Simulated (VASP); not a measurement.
The system is Tl.

```
Tl
1.0
     3.46000    0.00000    0.00000
    -1.73000    2.99645    0.00000
     0.00000    0.00000    5.53254
Tl
2
Direct
  0.33333 0.66667 0.75000
  0.66667 0.33333 0.25000
```

| Item | Value |
| --- | --- |
| Program | VASP 6.6.1 |
| Task | relaxation of cell and atoms |
| Functional | PBE |
| Potentials or basis | VASP PAW PBE potentials, release 64 (Tl_d) |
| Cutoff | 600 eV |
| k mesh | 15 × 15 × 8 |
| Occupations | gaussian, width 0.1 eV |
| Spin | no spin polarisation |

At the start: pressure 3.0 GPa; volume 28.68 Å³/atom.

Q: Where does the relaxation end?

A: Over 12 steps the energy falls by 24.1 meV/atom and the volume is 31.38 Å³/atom (+9.4 %); space group P6_3/mmc (No. 194, to 0.05 Å).

Step by step:
| step | energy change (eV) | largest force (eV/Å) | pressure (GPa) | volume (Å³) |
| --- | --- | --- | --- | --- |
| 1 | 0.0000 | 0.0000 | 3.04 | 57.36 |
| 2 | -0.0454 | 0.0000 | 0.29 | 62.00 |
| 3 | -0.0461 | 0.0000 | -0.02 | 62.72 |
| 4 | -0.0461 | 0.0000 | 0.02 | 62.61 |
| 5 | -0.0466 | 0.0000 | 0.02 | 62.62 |
| 6 | -0.0478 | 0.0000 | 0.04 | 62.65 |
| 7 | -0.0477 | 0.0000 | 0.05 | 62.69 |
| 8 | -0.0482 | 0.0000 | 0.04 | 62.67 |
| 9 | -0.0482 | 0.0000 | 0.04 | 62.67 |
| 10 | -0.0482 | 0.0000 | 0.04 | 62.67 |
| 11 | -0.0482 | 0.0000 | -0.03 | 62.83 |
| 12 | -0.0482 | 0.0000 | 0.01 | 62.76 |

Final structure:
```cif
data_structure
_symmetry_space_group_name_H-M 'P 1'
_symmetry_Int_Tables_number 1
_cell_length_a 3.6083
_cell_length_b 3.6083
_cell_length_c 5.5661
_cell_angle_alpha 90.000
_cell_angle_beta 90.000
_cell_angle_gamma 120.000
_cell_volume 62.76
loop_
_atom_site_label
_atom_site_type_symbol
_atom_site_fract_x
_atom_site_fract_y
_atom_site_fract_z
_atom_site_occupancy
Tl1 Tl 0.33333 0.66667 0.75000 1
Tl2 Tl 0.66667 0.33333 0.25000 1
```
